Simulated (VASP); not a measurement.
# Mg2ZnN2 (I4/mmm) in VASP: further runs, part 2 of 2

VASP 6.6.1. The steps go on from the part before.

**4. Relaxation of cell and atoms, PBE**

Input file INCAR:

```
SYSTEM = Mg2ZnN2
PREC = Accurate ; ENCUT = 600
EDIFF = 1E-6 ; ISMEAR = 0
SIGMA = 0.02 ; LREAL = .False.
LASPH = .True. ; NELM = 100
ALGO = Normal ; ISIF = 3
LWAVE = .False. ; LCHARG = .False.
GGA = PE ; IBRION = 2
NSW = 100 ; EDIFFG = -0.005
```

Input file KPOINTS:

```
regular mesh
0
Gamma
  12 12 12
  0 0 0
```

Input file POSCAR:

```
Mg2ZnN2
1.0
   -1.5792711899      1.5792711899      6.1270889905
    1.5792711899     -1.5792711899      6.1270889905
    1.5792711899      1.5792711899     -6.1270889905
Mg Zn N
2 1 2
Direct
    0.3276862528      0.3276862528      0.0000000000
    0.6723137472      0.6723137472      0.0000000000
    0.0000000000      0.0000000000      0.0000000000
    0.1504033485      0.1504033485      0.0000000000
    0.8495966515      0.8495966515      0.0000000000
```

Potentials or basis: VASP PAW PBE potentials, release 64 (Mg, Zn, N).

On the command line:

```
cat potpaw_PBE.64/Mg/POTCAR potpaw_PBE.64/Zn/POTCAR potpaw_PBE.64/N/POTCAR > POTCAR
mpirun -np 1 vasp_std > vasp.out
```

OUTCAR:

```text
SYSTEM = Mg2ZnN2
   PREC = Accurate
   ENCUT = 600
   EDIFF = 1E-6
   ISMEAR = 0
   LREAL = .False.
   LASPH = .True.
   NELM = 100
   ISIF = 3
   GGA = PE
   IBRION = 2
   NSW = 100
   EDIFFG = -0.005

 ion  position               nearest neighbor table
   1  0.328  0.328  0.000-   4 2.17   5 2.25   5 2.25   5 2.25   5 2.25   2 2.93   2 2.93   2 2.93
                             2 2.93   3 3.07   3 3.07   3 3.07   3 3.07
   2  0.672  0.672  0.000-   5 2.17   4 2.25   4 2.25   4 2.25   4 2.25   1 2.93   1 2.93   1 2.93
                             1 2.93   3 3.07   3 3.07   3 3.07   3 3.07
   3  0.000  0.000  0.000-   4 1.84   5 1.84   2 3.07   1 3.07   2 3.07   2 3.07   2 3.07   1 3.07
                             1 3.07   1 3.07
   4  0.150  0.150  0.000-   3 1.84   1 2.17   2 2.25   2 2.25   2 2.25   2 2.25
   5  0.850  0.850  0.000-   3 1.84   2 2.17   1 2.25   1 2.25   1 2.25   1 2.25

  LATTYP: Found a body centered tetragonal cell.
 ALAT       =     3.1585423798
 C/A-ratio  =     3.8796940194

  Lattice vectors:

 A1 = (  -1.5792711899,   1.5792711899,   6.1270889905)
 A2 = (   1.5792711899,  -1.5792711899,   6.1270889905)
 A3 = (   1.5792711899,   1.5792711899,  -6.1270889905)

Analysis of symmetry for initial positions (statically):
[... 186 lines left out ...]
  Direction    XX          YY          ZZ          XY          YZ          ZX
  --------------------------------------------------------------------------------------
  -------------------------------------------------------------------------------------
  Total       -0.2263071     -0.2263071      0.2264064      0.0000000      0.0000000     -0.0000000
  in kB       -5.9317279     -5.9317279      5.9343286      0.0000000      0.0000000     -0.0000000
  external PRESSURE =      -1.9763757 kB  Pullay stress =       0.0000000 kB
[... 143 lines left out ...]
--------------------------------------- Ionic step        5  -------------------------------------------

 number of electron      25.9999996 magnetization

 Free energy of the ion-electron system (eV)
  ---------------------------------------------------
  ext. energy  EPLUGINS =         0.00000000
  ---------------------------------------------------
  free energy    TOTEN  =       -23.14849619 eV

  energy without entropy =      -23.14849619  energy(sigma->0) =      -23.14849619

 E-fermi :   3.6560     XC(G=0): -10.5216

 val. band max:        3.5324183711   @ k =  -0.4167   0.4167   0.4167
 cond. band min:       4.0250229157   @ k =  -0.2500   0.3333   0.2500
 fundamental gap:      0.4926045446
 Fermi energy:         3.6560481447

 k-point     1 :       0.0000    0.0000    0.0000
  band No.  band energies     occupation
      1     -11.0421      2.00000
      2      -9.7495      2.00000
      3      -4.1551      2.00000
      4      -3.8514      2.00000
      5      -3.5573      2.00000
      6      -3.5573      2.00000
[... 457 lines left out ...]
      4      -3.7797      2.00000
      5      -3.6604      2.00000
      6      -3.5976      2.00000
[... 9 lines left out ...]
     16      10.3018      0.00000
     17      11.2609      0.00000

 [... further k-points ...]
[... 5 lines left out ...]
  --------------------------------------------------------------------------------------
  -------------------------------------------------------------------------------------
  Total        0.0042157      0.0042157      0.0099111      0.0000000      0.0000000      0.0000000
  in kB        0.1109134      0.1109134      0.2607591      0.0000000      0.0000000      0.0000000
  external PRESSURE =       0.1608619 kB  Pullay stress =       0.0000000 kB
[... 20 lines left out ...]
  FREE ENERGIE OF THE ION-ELECTRON SYSTEM (eV)
  ---------------------------------------------------
  free  energy   TOTEN  =       -23.1484961870 eV

  energy  without entropy=      -23.1484961870  energy(sigma->0) =      -23.14849619

 reached required accuracy - stopping structural energy minimisation
```

OSZICAR:

```text
N       E                     dE             d eps       ncg     rms          rms(c)
DAV:   1     0.167658079423E+03    0.16766E+03   -0.14001E+04  5542   0.185E+03
DAV:   2    -0.110180652575E+02   -0.17868E+03   -0.17206E+03  6624   0.351E+02
DAV:   3    -0.291955106056E+02   -0.18177E+02   -0.18021E+02  6295   0.116E+02
DAV:   4    -0.296210569669E+02   -0.42555E+00   -0.42475E+00  7362   0.194E+01
[... 38 lines left out ...]
DAV:   1    -0.231486126859E+02   -0.12728E-03   -0.16072E-03  7122   0.735E-01    0.773E-02
DAV:   2    -0.231485073411E+02    0.10534E-03   -0.49962E-04  7078   0.515E-01    0.273E-02
DAV:   3    -0.231485002577E+02    0.70835E-05   -0.21886E-05  7048   0.782E-02    0.136E-02
DAV:   4    -0.231484969395E+02    0.33182E-05   -0.28476E-06  4787   0.393E-02    0.594E-03
DAV:   5    -0.231484961870E+02    0.75250E-06   -0.88385E-07  2860   0.112E-02
   5 F= -.23148496E+02 E0= -.23148496E+02  d E =-.116860E-03
```

CONTCAR:

```text
Mg2ZnN2
   1.00000000000000
    -1.5758012347023822    1.5758012347023822    6.1309985962144209
     1.5758012347023822   -1.5758012347023822    6.1309985962144209
     1.5758012347023822    1.5758012347023822   -6.1309985962144209
  Mg              Zn              N
     2     1     2
Direct
     0.3276987906654912    0.3276987906654912    0.0000000000000000
     0.6723012093345087    0.6723012093345087    0.0000000000000000
     0.0000000000000000    0.0000000000000000    0.0000000000000000
     0.1508467977019846    0.1508467977019846    0.0000000000000000
     0.8491532022980155    0.8491532022980155    0.0000000000000000

  0.00000000E+00  0.00000000E+00  0.00000000E+00
  0.00000000E+00  0.00000000E+00  0.00000000E+00
  0.00000000E+00  0.00000000E+00  0.00000000E+00
  0.00000000E+00  0.00000000E+00  0.00000000E+00
  0.00000000E+00  0.00000000E+00  0.00000000E+00
```

It took 31 min on 1 thread of Intel Xeon Platinum 8488C (Sapphire Rapids), shared host; peak memory 0.58 GiB.

What came out:

```yaml
Free_energy: -23.1485 eV
Relaxed_volume: 12.18 Å³/atom
Relaxed_cell: a = 6.523 Å, b = 6.523 Å, c = 6.523 Å, α = 152.04°, β = 152.04°, γ = 39.95°
Space_group_after_relaxing_to_0.05_Å: I4/mmm (No. 139)
Energy_gained_by_relaxing: 0.3 meV/atom
Ionic_steps: 5
Pressure_after_relaxing: 0.0 GPa
Largest_force_after_relaxing: 0.003 eV/Å
Band_gap_on_the_k_mesh: 0.49 eV, indirect (least direct gap 0.56 eV)
```

Forces on the atoms (eV/Å):
```
Mg   0.000  0.000  0.003
Mg   0.000  0.000 -0.003
Zn   0.000  0.000  0.000
N    0.000  0.000  0.001
N    0.000  0.000 -0.001
```

The path:
```csv
step,energy change (eV),largest force (eV/Å),pressure (GPa),volume (Å³)
1,0.0000,0.1572,-0.20,61.13
2,-0.0010,0.0789,-0.32,60.99
3,-0.0013,0.0030,-0.27,61.04
4,-0.0014,0.0044,0.07,60.85
5,-0.0014,0.0032,0.02,60.90
```

Final structure:
```yaml
crystal:
  lattice:
    - [-1.57580, 1.57580, 6.13100]
    - [1.57580, -1.57580, 6.13100]
    - [1.57580, 1.57580, -6.13100]
  atoms:
    - { symbol: Mg, position: [0.32770, 0.32770, 0.00000] }
    - { symbol: Mg, position: [0.67230, 0.67230, 0.00000] }
    - { symbol: Zn, position: [0.00000, 0.00000, 0.00000] }
    - { symbol: N, position: [0.15085, 0.15085, 0.00000] }
    - { symbol: N, position: [0.84915, 0.84915, 0.00000] }
```

A k mesh can miss the band edges.

**5. Single point, PBE**

This run uses another cell than the first one, of 12.84 Å³/atom, 1.051 times its volume.

Input file INCAR:

```
PREC = Accurate
ENCUT = 520
EDIFF = 1E-6
ISMEAR = 0
SIGMA = 0.1
LREAL = F
LASPH = T
NELM = 100
ALGO = Normal
ISIF = 2
LWAVE = F
LCHARG = F
GGA = PE
NBANDS = 21
```

Input file KPOINTS:

```
regular mesh
0
Gamma
  8 8 8
```

Input file POSCAR:

```
Mg2ZnN2
1.0
   -1.7218236311      1.7218236311      5.4138746398
    1.7218236311     -1.7218236311      5.4138746398
    1.7218236311      1.7218236311     -5.4138746398
Mg Zn N
2 1 2
Direct
    0.3443000000      0.3443000000      0.0000000000
    0.6557000000      0.6557000000      0.0000000000
    0.0000000000      0.0000000000      0.0000000000
    0.1411000000      0.1411000000      0.0000000000
    0.8589000000      0.8589000000      0.0000000000
```

On the command line:

```
cat potpaw_PBE.64/Mg/POTCAR potpaw_PBE.64/Zn/POTCAR potpaw_PBE.64/N/POTCAR > POTCAR
mpirun -np 1 vasp_std > vasp.out
```

Run time: 3.3 min. Hardware: 1 thread of Intel Xeon Platinum 8488C (Sapphire Rapids), shared host; peak memory 0.37 GiB.

It converged, with:

```yaml
Free_energy: -19.2201 eV
Pressure: 24.5 GPa
Largest_force: 13.150 eV/Å
Band_gap_on_the_k_mesh: 0.70 eV, indirect (least direct gap 1.25 eV)
```

Forces on the atoms (eV/Å):
```
Mg    0.000   0.000  -1.701
Mg    0.000   0.000   1.701
Zn    0.000   0.000   0.000
N     0.000   0.000  13.150
N     0.000   0.000 -13.150
```

Stress tensor (GPa, compression positive):
```
-12.90   0.00   0.00
  0.00 -12.90   0.00
  0.00   0.00  99.29
```

Levels at points of the mesh, in eV from the valence-band top:
| k point | band 11 | band 12 | band 13 | band 14 | band 15 | band 16 |
| --- | --- | --- | --- | --- | --- | --- |
| (0.00, 0.00, 0.00) | -1.81 | -0.73 | -0.73 | 0.70 | 3.79 | 6.63 |
| (0.50, 0.00, 0.00) | -2.24 | -1.82 | -0.20 | 1.29 | 4.35 | 5.85 |
| (0.50, 0.50, 0.00) | -2.71 | -2.45 | -1.29 | 1.01 | 2.90 | 4.37 |
| (0.50, 0.50, 0.50) | -2.37 | 0.00 | 0.00 | 2.48 | 3.15 | 5.70 |

Caveat: forces of over 1 eV/Å act on the atoms, so gaps and moduli don't describe the material at rest. A k mesh can miss the band edges.

**6. Overview**

```tsv
task	cell	k mesh	cutoff (eV)	smearing	gap on the mesh (eV)	pressure (GPa)	largest force (eV/Å)
single point	a = 6.517 Å, angles 152.0, 152.0, 40.1°, 5 atoms	16 × 16 × 16	520	gaussian 0.02 eV	0.49	0.0	0.13
single point	a = 6.517 Å, angles 152.0, 152.0, 40.1°, 5 atoms	12 × 12 × 12	520	gaussian 0.02 eV	0.52	0.0	0.13
relaxation of cell and atoms	relaxed from a = 6.521 Å, angles 152.0, 152.0, 40.1°, 5 atoms	12 × 12 × 12	600	gaussian 0.02 eV	0.49	0.0	-
single point	a = 5.936 Å, angles 146.3, 146.3, 48.4°, 5 atoms	8 × 8 × 8	520	gaussian 0.1 eV	0.70	24.5	13.15
```

Alike in all rows: level PBE; potentials or basis VASP PAW PBE potentials, release 64 (Mg, Zn, N); no spin polarisation.

Caveats: forces of over 1 eV/Å act on the atoms, so gaps and moduli don't describe the material at rest (some runs).

Absolute energies hang on the potentials; compare differences alone.
